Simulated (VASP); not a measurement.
# IrO (Pm-3m) in VASP: further runs

Runs on IrO. Level: PBEsol. Tasks: single point, relaxation of cell and atoms.

Program: VASP 6.6.1. These are calculated values, not measurements. Logs are shortened: lines on timing, memory, paths and dates and some standing lists are left out, and cuts for length are marked.

**1. The cell of the first run**

The structure is cubic, space group Pm-3m (No. 221). Conventional cell: a = 2.773 Å, b = 2.773 Å, c = 2.773 Å, α = 90.00°, β = 90.00°, γ = 90.00°. Within 3.2 Å of Ir (site symmetry m-3m) lie 8 O at 2.40 Å and 6 Ir at 2.77 Å. O (site symmetry m-3m) has 8 Ir at 2.40 Å and 6 O at 2.77 Å within 3.2 Å.

**2. Single point, PBEsol**

Input file INCAR:

```
ALGO     = Normal         # electronic algorithm
EDIFF    = 1E-6           # SCF threshold, eV
ENCUT    = 520            # plane-wave cutoff, eV
GGA      = PS             # functional
ISIF     = 2              # what is computed and relaxed
ISMEAR   = 0              # smearing method
LASPH    = True           # aspherical terms in the spheres
LCHARG   = True           # write CHGCAR
LELF     = True           # ELF
LREAL    = False          # projectors in reciprocal space
LVHAR    = True         
LWAVE    = False          # write WAVECAR
NBANDS   = 14             # bands
NELM     = 100            # most SCF steps
PREC     = Accurate       # precision mode
SIGMA    = 0.1            # smearing width, eV
```

Input file KPOINTS:

```
k-points
0
Gamma
  16 16 16
```

Input file POSCAR:

```
IrO
1.0
    2.7725764464      0.0000000000      0.0000000000
    0.0000000000      2.7725764464      0.0000000000
    0.0000000000      0.0000000000      2.7725764464
Ir O
1 1
Direct
    0.0000000000      0.0000000000      0.0000000000
    0.5000000000      0.5000000000      0.5000000000
```

Potentials or basis: VASP PAW PBE potentials, release 64 (Ir, O).

The run is started by

```bash
> cat potpaw_PBE.64/Ir/POTCAR potpaw_PBE.64/O/POTCAR > POTCAR
> mpirun -np 1 vasp_std > vasp.out
```

OUTCAR:

```text
EDIFF = 1E-6
   ENCUT = 520
   GGA = PS
   ISIF = 2
   ISMEAR = 0
   LASPH = True
   LREAL = False
   NELM = 100
   PREC = Accurate

 ion  position               nearest neighbor table
   1  0.000  0.000  0.000-   2 2.40   2 2.40   2 2.40   2 2.40   2 2.40   2 2.40   2 2.40   2 2.40

   2  0.500  0.500  0.500-   1 2.40   1 2.40   1 2.40   1 2.40   1 2.40   1 2.40   1 2.40   1 2.40

  LATTYP: Found a simple cubic cell.
 ALAT       =     2.7725764464

  Lattice vectors:

 A1 = (   2.7725764464,   0.0000000000,   0.0000000000)
 A2 = (   0.0000000000,   2.7725764464,   0.0000000000)
 A3 = (   0.0000000000,   0.0000000000,   2.7725764464)

Analysis of symmetry for initial positions (statically):
=====================================================================
 Subroutine PRICEL returns:
 Original cell was already a primitive cell.

 Routine SETGRP: Setting up the symmetry group for a
 simple cubic supercell.

 Subroutine GETGRP returns: Found 48 space group operations
[... 9 lines left out ...]

 Routine SETGRP: Setting up the symmetry group for a
 simple cubic supercell.

 Subroutine GETGRP returns: Found 48 space group operations
[... 11 lines left out ...]
                                     Primitive cell

  volume of cell :      21.3133

  direct lattice vectors                    reciprocal lattice vectors
     2.772576446  0.000000000  0.000000000     0.360675357  0.000000000  0.000000000
     0.000000000  2.772576446  0.000000000     0.000000000  0.360675357  0.000000000
     0.000000000  0.000000000  2.772576446     0.000000000  0.000000000  0.360675357

  length of vectors
     2.772576446  2.772576446  2.772576446     0.360675357  0.360675357  0.360675357

  position of ions in fractional coordinates (direct lattice)
     0.000000000  0.000000000  0.000000000
     0.500000000  0.500000000  0.500000000

  ion indices of the primitive-cell ions
   primitive index   ion index
                 1           1
                 2           2

----------------------------------------------------------------------------------------

 KPOINTS: k-points

Automatic generation of k-mesh.
 Grid dimensions read from file:
 generate k-points for:   16   16   16

 Generating k-lattice:

  Cartesian coordinates                     Fractional coordinates (reciprocal lattice)
     0.022542210  0.000000000  0.000000000     0.062500000  0.000000000  0.000000000
     0.000000000  0.022542210  0.000000000     0.000000000  0.062500000  0.000000000
     0.000000000  0.000000000  0.022542210     0.000000000  0.000000000  0.062500000

  Length of vectors
     0.022542210  0.022542210  0.022542210

  Shift w.r.t. Gamma in fractional coordinates (k-lattice)
     0.000000000  0.000000000  0.000000000

 Subroutine IBZKPT returns following result:
 ===========================================

 Found    165 irreducible k-points:

 Following reciprocal coordinates:
            Coordinates               Weight
  0.000000  0.000000  0.000000      1.000000
  0.062500  0.000000  0.000000      6.000000
  0.125000  0.000000  0.000000      6.000000
  0.187500  0.000000  0.000000      6.000000
  0.250000  0.000000  0.000000      6.000000
  0.312500  0.000000  0.000000      6.000000
[... 16 lines left out ...]
  0.437500  0.125000  0.000000     24.000000
  0.500000  0.125000  0.000000     12.000000
 [... further k-points ...]
   k-points           NKPTS =    165   k-points in BZ     NKDIM =    165   number of bands    NBANDS=     14
   number of dos      NEDOS =    301   number of ions     NIONS =      2
   total plane-waves  NPLWV =  13824
   dimension x,y,z NGX =    24 NGY =   24 NGZ =   24
   dimension x,y,z NGXF=    48 NGYF=   48 NGZF=   48
   ions per type =               1   1
   NGX,Y,Z   is equivalent  to a cutoff of  14.39, 14.39, 14.39 a.u.
   NGXF,Y,Z  is equivalent  to a cutoff of  28.78, 28.78, 28.78 a.u.
 SYSTEM =  unknown system
   PREC   = accura    normal or accurate (medium, high low for compatibility)
   ISTART =      0    job   : 0-new  1-cont  2-samecut
   ICHARG =      2    charge: 1-file 2-atom 10-const
   ISPIN  =      1    spin polarized calculation?
   LNONCOLLINEAR =      F non collinear calculations
   LSORBIT =      F    spin-orbit coupling
   LASPH  =      T    aspherical Exc in radial PAW
   ENCUT  =  520.0 eV  38.22 Ry    6.18 a.u.   5.16  5.16  5.16*2*pi/ulx,y,z
   NELM   =    100;   NELMIN=  2; NELMDL= -5     # of ELM steps
   EDIFF  = 0.1E-05   stopping-criterion for ELM
   LREAL  =      F    real-space projection
   EDIFFG = 0.1E-04   stopping-criterion for IOM
   NSW    =      0    number of steps for IOM
   IBRION =     -1    ionic relax: 0-MD 1-quasi-New 2-CG
   NFREE  =      0    steps in history (QN), initial steepest desc. (CG)
   ISIF   =      2    stress and relaxation
   ISYM   =      2    0-nonsym 1-usesym 2-fastsym
   POTIM  = 0.5000    time-step for ionic-motion
   TEBEG  =    0.0;   TEEND  =   0.0 temperature during run
   PSTRESS=    0.0 pullay stress
   NELECT =      15.0000    total number of electrons
   NUPDOWN=      -1.0000    fix difference up-down
   EMIN   =  10.00;   EMAX   =-10.00  energy-range for DOS
   EFERMI =   0.00;   METHOD = LEGACY
   ISMEAR =     0;   SIGMA  =   0.10  broadening in eV -4-tet -1-fermi 0-gaus
   EFERMI_NEDOS =   21; number of points for ismear=-14 and -15
   IALGO  =     38    algorithm
   IMIX   =      4    mixing-type and parameters
     AMIX     =   0.40;   BMIX     =  1.00
     AMIX_MAG =   1.60;   BMIX_MAG =  1.00
  volume/ion in A,a.u.               =      10.66        71.91
  Fermi-wavevector in a.u.,A,eV,Ry     =   1.456202  2.751823 28.851497  2.120525
  Thomas-Fermi vector in A             =   2.573148
   LORBIT       =      0    0 simple, 1 ext, 2 COOP (PROOUT), +10 PAW based schemes
   GGA     = PS    functional components
   LHFCALC =     F    Hartree Fock is set to
   AEXX    =    0.0000 exact exchange contribution
   IVDW    =     0    specifies the selected vdW correction
   LEPSILON=     F    determine dielectric tensor
   LRPA    =     F    only Hartree local field effects (RPA)
 non-spin polarized calculation
 Gauss-broadening in eV      SIGMA  =   0.10
  energy-cutoff  :      520.00
  volume of cell :       21.31
 maximum number of plane-waves:       592
 NGX is ok and might be reduce to    24
   NGX = 11   NGY = 11   NGZ = 11

 number of electron      15.0000000 magnetization

 Free energy of the ion-electron system (eV)
  ---------------------------------------------------
  ext. energy  EPLUGINS =         0.00000000
  ---------------------------------------------------
  free energy    TOTEN  =       -13.09802096 eV

  energy without entropy =      -13.08610043  energy(sigma->0) =      -13.09206069

 E-fermi :   8.5829     XC(G=0): -13.6751

 val. band max:        8.5820769412   @ k =   0.4375   0.2500   0.0625
 cond. band min:       8.5908427533   @ k =   0.4375   0.0000   0.0000
 fundamental gap:      0.0087658121
 Fermi energy:         8.5828888965

 k-point     1 :       0.0000    0.0000    0.0000
  band No.  band energies     occupation
      1     -12.2986      2.00000
      2       3.0515      2.00000
      3       3.0515      2.00000
      4       4.5280      2.00000
      5       4.5280      2.00000
      6       4.5280      2.00000
      7       6.2590      2.00000
      8       8.3493      1.99905
      9       8.3493      1.99905
     10       8.3493      1.99905
     11      26.1282      0.00000
     12      26.1282      0.00000
     13      26.9417      0.00000
     14      26.9417      0.00000

 k-point     2 :       0.0625    0.0000    0.0000
  band No.  band energies     occupation
      1     -12.2597      2.00000
      2       2.9185      2.00000
      3       3.0742      2.00000
      4       4.3395      2.00000
      5       4.4571      2.00000
      6       4.4571      2.00000
      7       6.7096      2.00000
      8       8.3586      1.99849
      9       8.4031      1.98900
     10       8.4031      1.98900
     11      25.5094      0.00000
     12      25.7675      0.00000
     13      26.8872      0.00000
     14      26.8872      0.00000

 k-point     3 :       0.1250    0.0000    0.0000
  band No.  band energies     occupation
      1     -12.1469      2.00000
      2       2.3419      2.00000
      3       3.1398      2.00000
      4       4.2647      2.00000
      5       4.2647      2.00000
      6       4.4453      2.00000
      7       7.5666      2.00000
      8       8.3852      1.99482
      9       8.5489      1.36878
     10       8.5489      1.36878
     11      24.4264      0.00000
     12      24.9006      0.00000
     13      26.6960      0.00000
     14      26.6960      0.00000

 k-point     4 :       0.1875    0.0000    0.0000
  band No.  band energies     occupation
      1     -11.9725      2.00000
      2       1.4952      2.00000
      3       3.2401      2.00000
      4       3.9983      2.00000
      5       3.9983      2.00000
      6       5.0122      2.00000
      7       8.4254      1.97411
      8       8.4855      1.83141
      9       8.7511      0.01737
     10       8.7511      0.01737
     11      23.0904      0.00000
     12      23.8590      0.00000
     13      26.3396      0.00000
     14      26.3396      0.00000

 k-point     5 :       0.2500    0.0000    0.0000
  band No.  band energies     occupation
      1     -11.7565      2.00000
      2       0.6338      2.00000
      3       3.3620      2.00000
      4       3.7094      2.00000
      5       3.7094      2.00000
      6       5.8465      2.00000
      7       8.4732      1.87924
      8       8.9724      0.00000
      9       8.9724      0.00000
     10       9.3978      0.00000
     11      21.5381      0.00000
[... 276 lines left out ...]
 k-point    22 :       0.3750    0.1250    0.0000
  band No.  band energies     occupation
      1     -11.2702      2.00000
      2      -0.4504      2.00000
      3       2.8785      2.00000
      4       3.3801      2.00000
      5       3.9696      2.00000
      6       7.7502      2.00000
      7       8.1352      2.00000
      8       8.4052      1.98801
      9       9.2466      0.00000
     10      12.1033      0.00000
     11      18.1294      0.00000
     12      21.9882      0.00000
     13      24.1761      0.00000
     14      25.7698      0.00000

 k-point    23 :       0.4375    0.1250    0.0000
  band No.  band energies     occupation
      1     -11.1428      2.00000
      2      -0.8006      2.00000
      3       2.8533      2.00000
      4       3.2673      2.00000
      5       3.9571      2.00000
      6       8.2249      2.00000
      7       8.3163      1.99984
      8       8.5919      0.89852
      9       9.2199      0.00000
     10      13.2100      0.00000
     11      16.3393      0.00000
     12      21.6211      0.00000
     13      24.0726      0.00000
     14      25.5888      0.00000

 k-point    24 :       0.5000    0.1250    0.0000
  band No.  band energies     occupation
      1     -11.0969      2.00000
      2      -0.9216      2.00000
      3       2.8400      2.00000
      4       3.2279      2.00000
      5       3.9562      2.00000
      6       8.2625      1.99999
      7       8.5147      1.66522
      8       8.6587      0.28379
      9       9.2044      0.00000
     10      14.5715      0.00000
     11      14.7357      0.00000
     12      21.4946      0.00000
     13      24.0384      0.00000
     14      25.5252      0.00000

 [... further k-points ...]
[... 5 lines left out ...]
  --------------------------------------------------------------------------------------
  -------------------------------------------------------------------------------------
  Total        0.0600248      0.0600248      0.0600248     -0.0000000      0.0000000     -0.0000000
  in kB        4.5122250      4.5122250      4.5122250     -0.0000000      0.0000000     -0.0000000
  external PRESSURE =       4.5122250 kB  Pullay stress =       0.0000000 kB

 VOLUME and BASIS-vectors are now :
 -----------------------------------------------------------------------------
  energy-cutoff  :      520.00
  volume of cell :       21.31
      direct lattice vectors                 reciprocal lattice vectors
     2.772576446  0.000000000  0.000000000     0.360675357  0.000000000  0.000000000
     0.000000000  2.772576446  0.000000000     0.000000000  0.360675357  0.000000000
     0.000000000  0.000000000  2.772576446     0.000000000  0.000000000  0.360675357

 POSITION                                       TOTAL-FORCE (eV/Angst)
 -----------------------------------------------------------------------------------
      0.00000      0.00000      0.00000         0.000000      0.000000      0.000000
      1.38629      1.38629      1.38629         0.000000      0.000000      0.000000
 -----------------------------------------------------------------------------------
    total drift:                                0.000000      0.000000     -0.000000

  FREE ENERGIE OF THE ION-ELECTRON SYSTEM (eV)
  ---------------------------------------------------
  free  energy   TOTEN  =       -13.0980209572 eV

  energy  without entropy=      -13.0861004284  energy(sigma->0) =      -13.09206069
```

Run time: 29 s. Hardware: 1 thread of AMD EPYC 9R14 (Zen 4), shared host; peak memory 0.15 GiB.

What came out:

| Item | Value |
| --- | --- |
| Free energy | -13.0980 eV |
| Pressure | 0.5 GPa |

Caveat: the PAW data sets were made with another functional, which shifts forces and pressure a little; spin-orbit coupling is left out, which moves the levels of the heavy elements; an odd number of electrons without spin polarisation forces a metal; a magnetic or distorted state may lie lower.

**3. Relaxation of cell and atoms, PBEsol**

Input file INCAR:

```
SYSTEM = IrO
PREC = Accurate ; ENCUT = 600
EDIFF = 1E-6 ; ISMEAR = 0
SIGMA = 0.1 ; LREAL = .False.
LASPH = .True. ; NELM = 100
ALGO = Normal ; ISIF = 3
LWAVE = .False. ; LCHARG = .False.
GGA = PS ; IBRION = 2
NSW = 100 ; EDIFFG = -0.01
```

Input file KPOINTS:

```
regular mesh
0
Gamma
  16 16 16
  0 0 0
```

Input file POSCAR:

```
IrO
1.0
    2.7730180182      0.0000000000      0.0000000000
    0.0000000000      2.7730180182      0.0000000000
    0.0000000000      0.0000000000      2.7730180182
Ir O
1 1
Direct
    0.0000000000      0.0000000000      0.0000000000
    0.5000000000      0.5000000000      0.5000000000
```

Potentials or basis: VASP PAW PBE potentials, release 64 (Ir, O).

The run is started by

```bash
> cat potpaw_PBE.64/Ir/POTCAR potpaw_PBE.64/O/POTCAR > POTCAR
> mpirun -np 1 vasp_std > vasp.out
```

It took 42 s on 1 thread of AMD EPYC 9R14 (Zen 4), shared host; peak memory 0.16 GiB.

The run converged. Its results:

```yaml
Free_energy: -13.0995 eV
Relaxed_volume: 10.67 Å³/atom
Relaxed_cell: a = 2.774 Å, b = 2.774 Å, c = 2.774 Å, α = 90.00°, β = 90.00°, γ = 90.00°
Space_group_after_relaxing_to_0.05_Å: Pm-3m (No. 221)
Energy_gained_by_relaxing: 0.0 meV/atom
Ionic_steps: 3
Pressure_after_relaxing: 0.0 GPa
```

Final structure:
```
Ir O
1.0
     2.77391    0.00000    0.00000
     0.00000    2.77391    0.00000
     0.00000    0.00000    2.77391
Ir O
1 1
Direct
  0.00000 0.00000 0.00000
  0.50000 0.50000 0.50000
```

Levels at points of the mesh, in eV from the Fermi level:
```csv
k point,band 5,band 6,band 7,band 8,band 9,band 10,band 11
"(0.00, 0.00, 0.00)",-4.05,-4.05,-2.33,-0.23,-0.23,-0.23,17.54
"(0.50, 0.00, 0.00)",-4.87,-0.03,0.02,0.92,0.92,5.04,6.38
"(0.50, 0.50, 0.00)",-3.45,-2.81,-1.92,-1.92,1.38,6.49,9.65
"(0.50, 0.50, 0.50)",1.47,1.47,1.47,1.51,1.51,6.64,6.64
```

Caveat: the PAW data sets were made with another functional, which shifts forces and pressure a little; spin-orbit coupling is left out, which moves the levels of the heavy elements; an odd number of electrons without spin polarisation forces a metal; a magnetic or distorted state may lie lower.
